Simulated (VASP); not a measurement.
# Bi (R-3m) in VASP: a series of runs

Bi is run at these levels: PBEsol; tasks: single point, relaxation of cell and atoms.

All numbers are computed with VASP 6.6.1; they aren't measurements. Logs are shortened: lines on timing, memory, paths and dates and some standing lists are left out, and cuts for length are marked.

## (1) The cell of the first run

Symmetry: R-3m, No. 166, trigonal system. The conventional cell has a = 4.531 Å, b = 4.531 Å, c = 11.590 Å, α = 90.00°, β = 90.00°, γ = 120.00°. Bi (site symmetry 3m) has 6 Bi at 3.08 to 3.44 Å within 4.1 Å.

## (2) Single point, PBEsol

INCAR

```
  PREC = Accurate
  ENCUT = 520
  EDIFF = 1E-6
  ISMEAR = 1
  SIGMA = 0.0346
  LREAL = F
  LASPH = T
  NELM = 60
  ALGO = Normal
  ISIF = 2
  LWAVE = F
  LCHARG = F
  GGA = PS
  NBANDS = 22
```

KPOINTS

```
Automatic mesh
0
Gamma
  7 7 7
```

POSCAR

```
Bi
1.0
    2.2652834518      1.3078621742      3.8632287940
   -2.2652834518      1.3078621742      3.8632287940
    0.0000000000     -2.6157238579      3.8632289601
Bi
2
Direct
    0.2366400115      0.2366400115      0.2366400115
    0.7633599885      0.7633599885      0.7633599885
```

Potentials or basis: VASP PAW PBE potentials, release 64 (Bi_d).

Launch:

```console
cat potpaw_PBE.64/Bi_d/POTCAR > POTCAR
mpirun -np 1 vasp_std > vasp.out
```

OUTCAR:

```text
PREC = Accurate
   ENCUT = 520
   EDIFF = 1E-6
   ISMEAR = 1
   LREAL = F
   LASPH = T
   NELM = 60
   ISIF = 2
   GGA = PS

 ion  position               nearest neighbor table
   1  0.237  0.237  0.237-   2 3.08   2 3.08   2 3.08   2 3.44   2 3.44   2 3.44
   2  0.763  0.763  0.763-   1 3.08   1 3.08   1 3.08   1 3.44   1 3.44   1 3.44

  LATTYP: Found a trigonal (rhomboedric) cell.
 ALAT       =     4.6654634602
 COS(alpha) =     0.5284958542

  Lattice vectors:

 A1 = (   2.2652834518,   1.3078621742,   3.8632287940)
 A2 = (  -2.2652834518,   1.3078621742,   3.8632287940)
 A3 = (   0.0000000000,  -2.6157238579,   3.8632289601)

Analysis of symmetry for initial positions (statically):
=====================================================================
 Subroutine PRICEL returns:
 Original cell was already a primitive cell.

 Routine SETGRP: Setting up the symmetry group for a
 trigonal (rhombohedral) supercell.

 Subroutine GETGRP returns: Found 12 space group operations
 (whereof 12 operations were pure point group operations)
 out of a pool of 12 trial point group operations.

The static configuration has the point symmetry D_3d.

Analysis of symmetry for dynamics (positions and initial velocities):
=====================================================================
 Subroutine PRICEL returns:
 Original cell was already a primitive cell.

 Routine SETGRP: Setting up the symmetry group for a
 trigonal (rhombohedral) supercell.

 Subroutine GETGRP returns: Found 12 space group operations
 (whereof 12 operations were pure point group operations)
 out of a pool of 12 trial point group operations.

The dynamic configuration has the point symmetry D_3d.

 Subroutine INISYM returns: Found 12 space group operations
 (whereof 12 operations are pure point group operations),
 and found     1 'primitive' translations

----------------------------------------------------------------------------------------

                                     Primitive cell

  volume of cell :      68.6730

  direct lattice vectors                    reciprocal lattice vectors
     2.265283452  1.307862174  3.863228794     0.220722930  0.127434447  0.086283605
    -2.265283452  1.307862174  3.863228794    -0.220722930  0.127434447  0.086283605
     0.000000000 -2.615723858  3.863228960     0.000000000 -0.254868882  0.086283621
[... 67 lines left out ...]
   number of dos      NEDOS =    301   number of ions     NIONS =      2
   total plane-waves  NPLWV =  46656
   dimension x,y,z NGX =    36 NGY =   36 NGZ =   36
   dimension x,y,z NGXF=    72 NGYF=   72 NGZF=   72
   ions per type =               2
   NGX,Y,Z   is equivalent  to a cutoff of  12.83, 12.83, 12.83 a.u.
   NGXF,Y,Z  is equivalent  to a cutoff of  25.66, 25.66, 25.66 a.u.
 SYSTEM =  unknown system
   PREC   = accura    normal or accurate (medium, high low for compatibility)
   ISTART =      0    job   : 0-new  1-cont  2-samecut
   ICHARG =      2    charge: 1-file 2-atom 10-const
   ISPIN  =      1    spin polarized calculation?
   LNONCOLLINEAR =      F non collinear calculations
   LSORBIT =      F    spin-orbit coupling
   LASPH  =      T    aspherical Exc in radial PAW
   ENCUT  =  520.0 eV  38.22 Ry    6.18 a.u.   8.67  8.67  8.67*2*pi/ulx,y,z
   NELM   =     60;   NELMIN=  2; NELMDL= -5     # of ELM steps
   EDIFF  = 0.1E-05   stopping-criterion for ELM
   LREAL  =      F    real-space projection
[... 7 lines left out ...]
   TEBEG  =    0.0;   TEEND  =   0.0 temperature during run
   PSTRESS=    0.0 pullay stress
   NELECT =      30.0000    total number of electrons
   NUPDOWN=      -1.0000    fix difference up-down
   EMIN   =  10.00;   EMAX   =-10.00  energy-range for DOS
   EFERMI =   0.00;   METHOD = LEGACY
   ISMEAR =     1;   SIGMA  =   0.03  broadening in eV -4-tet -1-fermi 0-gaus
   EFERMI_NEDOS =   21; number of points for ismear=-14 and -15
   IALGO  =     38    algorithm
   IMIX   =      4    mixing-type and parameters
     AMIX     =   0.40;   BMIX     =  1.00
     AMIX_MAG =   1.60;   BMIX_MAG =  1.00
  volume/ion in A,a.u.               =      34.34       231.71
  Fermi-wavevector in a.u.,A,eV,Ry     =   1.242186  2.347391 20.994134  1.543025
  Thomas-Fermi vector in A             =   2.376551
   LORBIT       =      0    0 simple, 1 ext, 2 COOP (PROOUT), +10 PAW based schemes
   GGA     = PS    functional components
   LHFCALC =     F    Hartree Fock is set to
   AEXX    =    0.0000 exact exchange contribution
   IVDW    =     0    specifies the selected vdW correction
   LEPSILON=     F    determine dielectric tensor
   LRPA    =     F    only Hartree local field effects (RPA)
 non-spin polarized calculation
 Methfessel and Paxton  Order N= 1 SIGMA  =   0.03
  energy-cutoff  :      520.00
  volume of cell :       68.67
 maximum number of plane-waves:      1868
   NGX = 17   NGY = 17   NGZ = 17

 number of electron      30.0000006 magnetization

 Free energy of the ion-electron system (eV)
  ---------------------------------------------------
  ext. energy  EPLUGINS =         0.00000000
  ---------------------------------------------------
  free energy    TOTEN  =        -8.63013663 eV

  energy without entropy =       -8.63017173  energy(sigma->0) =       -8.63014833

 E-fermi :   6.2387     XC(G=0):  -9.8232

 val. band max:        6.2095838174   @ k =   0.1429   0.1429   0.0000
 cond. band min:       6.4520755634   @ k =   0.4286   0.0000   0.0000
 fundamental gap:      0.2424917460
 Fermi energy:         6.2387126338

 k-point     1 :       0.0000    0.0000    0.0000
  band No.  band energies     occupation
      1     -16.4458      2.00000
      2     -16.4458      2.00000
      3     -16.2871      2.00000
      4     -16.2871      2.00000
      5     -16.2763      2.00000
      6     -16.0944      2.00000
[... 589 lines left out ...]
     21      14.6800      0.00000
     22      15.4784      0.00000

 [... further k-points ...]
[... 5 lines left out ...]
  --------------------------------------------------------------------------------------
  -------------------------------------------------------------------------------------
  Total       -0.0081597     -0.0081597     -0.0467566      0.0000000     -0.0000000      0.0000000
  in kB       -0.1903695     -0.1903695     -1.0908560      0.0000000     -0.0000000      0.0000000
  external PRESSURE =      -0.4905316 kB  Pullay stress =       0.0000000 kB

 VOLUME and BASIS-vectors are now :
 -----------------------------------------------------------------------------
  energy-cutoff  :      520.00
  volume of cell :       68.67
      direct lattice vectors                 reciprocal lattice vectors
     2.265283452  1.307862174  3.863228794     0.220722930  0.127434447  0.086283605
    -2.265283452  1.307862174  3.863228794    -0.220722930  0.127434447  0.086283605
     0.000000000 -2.615723858  3.863228960     0.000000000 -0.254868882  0.086283621

 POSITION                                       TOTAL-FORCE (eV/Angst)
 -----------------------------------------------------------------------------------
      0.00000      0.00000      2.74258         0.000000      0.000000      0.004135
      0.00000      0.00000      8.84710         0.000000     -0.000000     -0.004135
 -----------------------------------------------------------------------------------
    total drift:                                0.000000     -0.000000      0.000000

  FREE ENERGIE OF THE ION-ELECTRON SYSTEM (eV)
  ---------------------------------------------------
  free  energy   TOTEN  =        -8.6301366286 eV

  energy  without entropy=       -8.6301717272  energy(sigma->0) =       -8.63014833
```

stdout:

```text
POSCAR found type information on POSCAR Bi
 POSCAR found :  1 types and       2 ions
 scaLAPACK will be used
 -----------------------------------------------------------------------------
|                                                                             |
|                                                                             |
|     You enforced a specific xc type in the INCAR file but a different       |
|     I HOPE YOU KNOW WHAT YOU ARE DOING!                                     |
|                                                                             |
 -----------------------------------------------------------------------------

 LDA part: xc-table for (Slater+PW92), standard interpolation
 POSCAR, INCAR and KPOINTS ok, starting setup
 FFT: planning ... GRIDC
 FFT: planning ... GRID_SOFT
 FFT: planning ... GRID
 WAVECAR not read
 entering main loop
```

Run time: 32 s. Hardware: 1 thread of Intel Xeon 6975P-C (Granite Rapids), shared host; peak memory 0.22 GiB.

What came out:

```yaml
Free_energy: -8.6301 eV
Pressure: 0.0 GPa
Largest_force: 0.004 eV/Å
```

Forces on the atoms (eV/Å):
```
Bi   0.000  0.000  0.004
Bi   0.000  0.000 -0.004
```

Caveat: the PAW data sets were made with another functional, which shifts forces and pressure a little; spin-orbit coupling is left out, which moves the levels of the heavy elements.

## (3) Relaxation of cell and atoms, PBEsol

This run uses another cell than the first one, of 35.07 Å³/atom.

INCAR

```
SYSTEM = Bi
ALGO     = Normal         ! electronic algorithm
EDIFF    = 1E-6           ! SCF threshold, eV
EDIFFG   = -0.01          ! ionic threshold
ENCUT    = 600            ! plane-wave cutoff, eV
GGA      = PS             ! functional
IBRION   = 2              ! ionic algorithm
ISIF     = 3              ! what is computed and relaxed
ISMEAR   = 1              ! smearing method
LASPH    = .TRUE.         ! aspherical terms in the spheres
LCHARG   = .FALSE.        ! write CHGCAR
LREAL    = .FALSE.        ! projectors in reciprocal space
LWAVE    = .FALSE.        ! write WAVECAR
NELM     = 80             ! most SCF steps
NSW      = 80             ! ionic steps
PREC     = Accurate       ! precision mode
SIGMA    = 0.0346         ! smearing width, eV
```

KPOINTS

```
k-points
0
G
  7 7 7
  0 0 0
```

POSCAR

```
Bi
1.0
    2.2675000000      1.3091420000      3.9380000000
   -2.2675000000      1.3091420000      3.9380000000
    0.0000000000     -2.6182830000      3.9380000000
Bi
2
Direct
    0.2340000000      0.2340000000      0.2340000000
    0.7660000000      0.7660000000      0.7660000000
```

Potentials or basis: VASP PAW PBE potentials, release 64 (Bi_d).

Launch:

```console
cat potpaw_PBE.64/Bi_d/POTCAR > POTCAR
mpirun -np 1 vasp_std > vasp.out
```

Wall time 4.1 min (1 thread of Intel Xeon 6975P-C (Granite Rapids), shared host); peak memory 0.28 GiB.

The run converged. Its results:

```
Free energy                           : -8.6310 eV
Relaxed volume                        : 34.29 Å³/atom
Relaxed cell                          : a = 4.660 Å, b = 4.660 Å, c = 4.660 Å, α = 58.19°, β = 58.19°, γ = 58.19°
Space group after relaxing (to 0.1 Å) : R-3m (No. 166)
Energy gained by relaxing             : 3.4 meV/atom
Ionic steps                           : 12
Pressure after relaxing               : 0.0 GPa
Largest force after relaxing          : 0.003 eV/Å
```

Forces on the atoms (eV/Å):
```
Bi   0.000  0.000 -0.003
Bi   0.000  0.000  0.003
```

The path:
| step | energy change (eV) | largest force (eV/Å) | pressure (GPa) | volume (Å³) |
| --- | --- | --- | --- | --- |
| 1 | 0.0000 | 0.1334 | -0.37 | 70.14 |
| 2 | -0.0027 | 0.1358 | 0.08 | 69.31 |
| 3 | -0.0032 | 0.1369 | 0.37 | 68.80 |
| 4 | -0.0050 | 0.0879 | 0.23 | 68.77 |
| 5 | -0.0066 | 0.0091 | -0.04 | 68.73 |
| 6 | -0.0066 | 0.0158 | -0.03 | 68.72 |
| 7 | -0.0067 | 0.0121 | 0.00 | 68.67 |
| 8 | -0.0068 | 0.0099 | -0.02 | 68.62 |
| 9 | -0.0068 | 0.0009 | 0.07 | 68.53 |
| 10 | -0.0068 | 0.0009 | 0.06 | 68.56 |
| 11 | -0.0068 | 0.0014 | 0.05 | 68.58 |
| 12 | -0.0068 | 0.0031 | 0.02 | 68.57 |

Final structure:
```xyz
2
Lattice="2.2657 1.3081 3.8560 -2.2657 1.3081 3.8560 0.0000 -2.6163 3.8560" Properties=species:S:1:pos:R:3 pbc="T T T"
Bi    0.0000    0.0000    2.7396
Bi    0.0000    0.0000    8.8284
```

Levels at points of the mesh, in eV from the Fermi level:
| k point | band 11 | band 12 | band 13 | band 14 | band 15 | band 16 | band 17 | band 18 | band 19 |
| --- | --- | --- | --- | --- | --- | --- | --- | --- | --- |
| (0.00, 0.00, 0.00) | -13.03 | -7.20 | -1.27 | -1.08 | -1.08 | 2.93 | 3.26 | 3.26 | 5.72 |

Caveat: the PAW data sets were made with another functional, which shifts forces and pressure a little; spin-orbit coupling is left out, which moves the levels of the heavy elements.
